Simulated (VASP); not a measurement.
# CoO (Fm-3m) in VASP: notebook

The runs below take CoO through single point, with LDA+U.

Everything below comes from runs of VASP 6.6.1. Logs are shortened: lines on timing, memory, paths and dates and some standing lists are left out, and cuts for length are marked.

### Step 1. The cell of the first run

It takes space group Fm-3m (No. 225, cubic). The conventional cell has a = 4.263 Å, b = 4.263 Å, c = 4.263 Å, α = 90.00°, β = 90.00°, γ = 90.00°. Within 2.8 Å of Co (site symmetry m-3m) lie 6 O at 2.13 Å. O (site symmetry m-3m) has 6 Co at 2.13 Å within 2.8 Å.

### Step 2. Single point, LDA+U, collinear spin, ferromagnetic start

The input, INCAR:

```
ALGO = Normal
EDIFF = 1E-6
ENCUT = 600
GGA_COMPAT = False
ISIF = 2
ISMEAR = 0
ISPIN = 2
LASPH = True
LCHARG = False
LDAU = True
LDAUJ = 0 0
LDAUL = 2 -1
LDAUPRINT = 1
LDAUTYPE = 2
LDAUU = 3 0
LMAXMIX = 4
LORBIT = 11
LREAL = False
LWAVE = False
MAGMOM = 2.5 0
NBANDS = 18
NELM = 200
PREC = Accurate
SIGMA = 0.3
```

The input, KPOINTS:

```
k-points
0
Gamma
  10 10 10
```

The input, POSCAR:

```
CoO
1.0
    0.0000000000      2.1315000000      2.1315000000
    2.1315000000      0.0000000000      2.1315000000
    2.1315000000      2.1315000000      0.0000000000
Co O
1 1
Direct
    0.0000000000      0.0000000000      0.0000000000
    0.5000000000      0.5000000000      0.5000000000
```

Potentials or basis: VASP PAW LDA potentials, release 64 (Co, O).

Launch:

```
cat potpaw_LDA.64/Co/POTCAR potpaw_LDA.64/O/POTCAR > POTCAR
mpirun -np 1 vasp_std > vasp.out
```

OUTCAR:

```text
EDIFF = 1E-6
   ENCUT = 600
   ISIF = 2
   ISMEAR = 0
   ISPIN = 2
   LASPH = True
   LORBIT = 11
   LREAL = False
   NELM = 200
   PREC = Accurate

 ion  position               nearest neighbor table
   1  0.000  0.000  0.000-   2 2.13   2 2.13   2 2.13   2 2.13   2 2.13   2 2.13
   2  0.500  0.500  0.500-   1 2.13   1 2.13   1 2.13   1 2.13   1 2.13   1 2.13

  LATTYP: Found a face centered cubic cell.
 ALAT       =     4.2630000000

  Lattice vectors:

 A1 = (   0.0000000000,   2.1315000000,   2.1315000000)
 A2 = (   2.1315000000,   0.0000000000,   2.1315000000)
 A3 = (   2.1315000000,   2.1315000000,   0.0000000000)

Analysis of symmetry for initial positions (statically):
=====================================================================
 Subroutine PRICEL returns:
 Original cell was already a primitive cell.

 Routine SETGRP: Setting up the symmetry group for a
 face centered cubic supercell.

 Subroutine GETGRP returns: Found 48 space group operations
 (whereof 48 operations were pure point group operations)
 out of a pool of 48 trial point group operations.

The static configuration has the point symmetry O_h .

Analysis of symmetry for dynamics (positions and initial velocities):
=====================================================================
 Subroutine PRICEL returns:
 Original cell was already a primitive cell.

 Routine SETGRP: Setting up the symmetry group for a
 face centered cubic supercell.

 Subroutine GETGRP returns: Found 48 space group operations
 (whereof 48 operations were pure point group operations)
 out of a pool of 48 trial point group operations.

The dynamic configuration has the point symmetry O_h .

Analysis of structural, dynamic, and magnetic symmetry:
=====================================================================
 Subroutine PRICEL returns:
 Original cell was already a primitive cell.

 Routine SETGRP: Setting up the symmetry group for a
 face centered cubic supercell.

 Subroutine GETGRP returns: Found 48 space group operations
 (whereof 48 operations were pure point group operations)
 out of a pool of 48 trial point group operations.

The overall configuration has the point symmetry O_h .

 Subroutine INISYM returns: Found 48 space group operations
 (whereof 48 operations are pure point group operations),
 and found     1 'primitive' translations

----------------------------------------------------------------------------------------

                                     Primitive cell

  volume of cell :      19.3681

  direct lattice vectors                    reciprocal lattice vectors
     0.000000000  2.131500000  2.131500000    -0.234576589  0.234576589  0.234576589
     2.131500000  0.000000000  2.131500000     0.234576589 -0.234576589  0.234576589
     2.131500000  2.131500000  0.000000000     0.234576589  0.234576589 -0.234576589

  length of vectors
     3.014396208  3.014396208  3.014396208     0.406298571  0.406298571  0.406298571

  position of ions in fractional coordinates (direct lattice)
     0.000000000  0.000000000  0.000000000
     0.500000000  0.500000000  0.500000000

  ion indices of the primitive-cell ions
   primitive index   ion index
                 1           1
                 2           2

----------------------------------------------------------------------------------------

 KPOINTS: k-points

Automatic generation of k-mesh.
 Grid dimensions read from file:
 generate k-points for:   10   10   10

 Generating k-lattice:

[... 60 lines left out ...]
   NELM   =    200;   NELMIN=  2; NELMDL= -5     # of ELM steps
   EDIFF  = 0.1E-05   stopping-criterion for ELM
   LREAL  =      F    real-space projection
   EDIFFG = 0.1E-04   stopping-criterion for IOM
   NSW    =      0    number of steps for IOM
   IBRION =     -1    ionic relax: 0-MD 1-quasi-New 2-CG
   NFREE  =      0    steps in history (QN), initial steepest desc. (CG)
   ISIF   =      2    stress and relaxation
   ISYM   =      2    0-nonsym 1-usesym 2-fastsym
   POTIM  = 0.5000    time-step for ionic-motion
   TEBEG  =    0.0;   TEEND  =   0.0 temperature during run
   PSTRESS=    0.0 pullay stress
   NELECT =      15.0000    total number of electrons
   NUPDOWN=      -1.0000    fix difference up-down
   EMIN   =  10.00;   EMAX   =-10.00  energy-range for DOS
   EFERMI =   0.00;   METHOD = LEGACY
   ISMEAR =     0;   SIGMA  =   0.30  broadening in eV -4-tet -1-fermi 0-gaus
   EFERMI_NEDOS =   21; number of points for ismear=-14 and -15
   IALGO  =     38    algorithm
   IMIX   =      4    mixing-type and parameters
     AMIX     =   0.40;   BMIX     =  1.00
     AMIX_MAG =   1.60;   BMIX_MAG =  1.00
  volume/ion in A,a.u.               =       9.68        65.35
  Fermi-wavevector in a.u.,A,eV,Ry     =   1.503407  2.841027 30.752334  2.260233
  Thomas-Fermi vector in A             =   2.614521
   LORBIT       =     11    0 simple, 1 ext, 2 COOP (PROOUT), +10 PAW based schemes
 LDA+U is selected, type is set to LDAUTYPE =  2
   angular momentum for each species LDAUL =     2   -1
   U (eV)           for each species LDAUU =   3.0  0.0
   J (eV)           for each species LDAUJ =   0.0  0.0
   GGA     = CA    functional components
   LHFCALC =     F    Hartree Fock is set to
   AEXX    =    0.0000 exact exchange contribution
   IVDW    =     0    specifies the selected vdW correction
   LEPSILON=     F    determine dielectric tensor
   LRPA    =     F    only Hartree local field effects (RPA)
 spin polarized calculation
 Gauss-broadening in eV      SIGMA  =   0.30
  energy-cutoff  :      600.00
  volume of cell :       19.37
 maximum number of plane-waves:       659
   NGX = 13   NGY = 13   NGZ = 13

atom =   1  type =  1  l = 2

 onsite density matrix

spin component  1

  0.9653 -0.0000 -0.0000 -0.0000  0.0000
 -0.0000  0.9653 -0.0000 -0.0000  0.0000
 -0.0000 -0.0000  1.0052 -0.0000  0.0000
 -0.0000 -0.0000 -0.0000  0.9653 -0.0000
  0.0000  0.0000  0.0000 -0.0000  1.0052

spin component  2

  0.6568 -0.0000  0.0000  0.0000  0.0000
 -0.0000  0.6568  0.0000  0.0000 -0.0000
  0.0000  0.0000  0.1564  0.0000 -0.0000
  0.0000  0.0000  0.0000  0.6568  0.0000
  0.0000 -0.0000 -0.0000  0.0000  0.1564

 occupancies and eigenvectors

  o =  0.1564  v =  0.0000  0.0000  0.0000  0.0000  0.0000  0.0000 -0.0000 -0.0024  0.0000 -1.0000      0.0000  0.0000  0.0000  0.0000  0.0000  0.0000  0.0000  0.0000  0.0000  0.0000
  o =  0.1564  v =  0.0000  0.0000  0.0000  0.0000  0.0000  0.0000  0.0000  1.0000 -0.0000 -0.0024      0.0000  0.0000  0.0000  0.0000  0.0000  0.0000  0.0000  0.0000  0.0000  0.0000
  o =  0.6568  v =  0.0000  0.0000  0.0000  0.0000  0.0000  0.0000  1.0000 -0.0000 -0.0034 -0.0000      0.0000  0.0000  0.0000  0.0000  0.0000  0.0000  0.0000  0.0000  0.0000  0.0000
  o =  0.6568  v =  0.0000  0.0000  0.0000  0.0000  0.0000  0.0000  0.0034  0.0000  1.0000  0.0000      0.0000  0.0000  0.0000  0.0000  0.0000  0.0000  0.0000  0.0000  0.0000  0.0000
  o =  0.6568  v =  0.0000  0.0000  0.0000  0.0000  0.0000  1.0000  0.0000  0.0000  0.0000  0.0000      0.0000  0.0000  0.0000  0.0000  0.0000  0.0000  0.0000  0.0000  0.0000  0.0000
  o =  0.9653  v =  0.0000  0.1350  0.0000  0.9908 -0.0000  0.0000  0.0000  0.0000  0.0000  0.0000      0.0000  0.0000  0.0000  0.0000  0.0000  0.0000  0.0000  0.0000  0.0000  0.0000
  o =  0.9653  v =  0.0000  0.9908  0.0000 -0.1350 -0.0000  0.0000  0.0000  0.0000  0.0000  0.0000      0.0000  0.0000  0.0000  0.0000  0.0000  0.0000  0.0000  0.0000  0.0000  0.0000
  o =  0.9653  v =  1.0000  0.0000  0.0000  0.0000  0.0000  0.0000  0.0000  0.0000  0.0000  0.0000      0.0000  0.0000  0.0000  0.0000  0.0000  0.0000  0.0000  0.0000  0.0000  0.0000
  o =  1.0052  v =  0.0000 -0.0000  0.9995 -0.0000 -0.0321  0.0000  0.0000  0.0000  0.0000  0.0000      0.0000  0.0000  0.0000  0.0000  0.0000  0.0000  0.0000  0.0000  0.0000  0.0000
  o =  1.0052  v =  0.0000  0.0000  0.0321  0.0000  0.9995  0.0000  0.0000  0.0000  0.0000  0.0000      0.0000  0.0000  0.0000  0.0000  0.0000  0.0000  0.0000  0.0000  0.0000  0.0000

 number of electron      15.0000007 magnetization       2.9548965

 Free energy of the ion-electron system (eV)
  ---------------------------------------------------
  ext. energy  EPLUGINS =         0.00000000
  ---------------------------------------------------
  free energy    TOTEN  =       -13.04508042 eV

  energy without entropy =      -12.89572538  energy(sigma->0) =      -12.97040290

 E-fermi :   7.1206     XC(G=0): -12.8614

 val. band max:        7.1165932067   @ k =   0.3000   0.2000   0.0000
 cond. band min:       7.1241127982   @ k =   0.4000   0.2000   0.1000
 fundamental gap:      0.0075195915
 Fermi energy:         7.1206347951

 spin component 1

 k-point     1 :       0.0000    0.0000    0.0000
  band No.  band energies     occupation
      1     -12.2530      1.00000
      2       2.8632      1.00000
      3       2.8632      1.00000
      4       3.1336      1.00000
      5       3.1336      1.00000
      6       3.1336      1.00000
[... 1001 lines left out ...]
     17      37.4216      0.00000
     18      38.6935      0.00000

 [... further k-points ...]

------------------------ aborting loop because EDIFF is reached ----------------------------------------

  FORCE on cell =-STRESS in cart. coord.  units (eV):
  Direction    XX          YY          ZZ          XY          YZ          ZX
  --------------------------------------------------------------------------------------
  -------------------------------------------------------------------------------------
  Total       -2.2407811     -2.2407811     -2.2407811      0.0000000      0.0000000      0.0000000
  in kB     -185.3634079   -185.3634079   -185.3634079      0.0000000      0.0000000      0.0000000
  external PRESSURE =    -185.3634079 kB  Pullay stress =       0.0000000 kB

 VOLUME and BASIS-vectors are now :
 -----------------------------------------------------------------------------
  energy-cutoff  :      600.00
  volume of cell :       19.37
      direct lattice vectors                 reciprocal lattice vectors
     0.000000000  2.131500000  2.131500000    -0.234576589  0.234576589  0.234576589
     2.131500000  0.000000000  2.131500000     0.234576589 -0.234576589  0.234576589
     2.131500000  2.131500000  0.000000000     0.234576589  0.234576589 -0.234576589

 POSITION                                       TOTAL-FORCE (eV/Angst)
 -----------------------------------------------------------------------------------
      0.00000      0.00000      0.00000         0.000000      0.000000      0.000000
      2.13150      2.13150      2.13150         0.000000      0.000000      0.000000
 -----------------------------------------------------------------------------------
    total drift:                                0.000000     -0.000000     -0.000000

  FREE ENERGIE OF THE ION-ELECTRON SYSTEM (eV)
  ---------------------------------------------------
  free  energy   TOTEN  =       -13.0450804171 eV

  energy  without entropy=      -12.8957253794  energy(sigma->0) =      -12.97040290

 total charge

# of ion       s       p       d       tot
------------------------------------------
    1        0.301   0.365   7.165   7.831
    2        1.537   3.414   0.000   4.950
--------------------------------------------------
tot          1.838   3.779   7.165  12.781

 magnetization (x)

# of ion       s       p       d       tot
------------------------------------------
    1        0.019   0.018   2.622   2.658
    2        0.025   0.240   0.000   0.264
--------------------------------------------------
tot          0.043   0.257   2.622   2.923
```

It took 26 s on 1 thread of Intel Xeon 6975P-C, shared host; peak memory 0.15 GiB.

What came out:

```
Free energy                                           : -13.0451 eV
Pressure                                              : -18.5 GPa
Net moment                                            : 2.95 μB per cell
Site moments                                          : Co +2.66; O +0.26 μB
Valence electrons inside the program's atomic spheres : Co 7.83; O 4.95
```

Eigenvalues of the final occupation matrices:
```
    site  spin  trace               eigenvalues
site 1 d     1   4.91  0.97 0.97 0.97 1.01 1.01
site 1 d     2   2.28  0.16 0.16 0.66 0.66 0.66
```

Caveat: a cell with one magnetic atom can't hold antiferromagnetic order, which such compounds often take.

(Continued in part 2 of 2.)
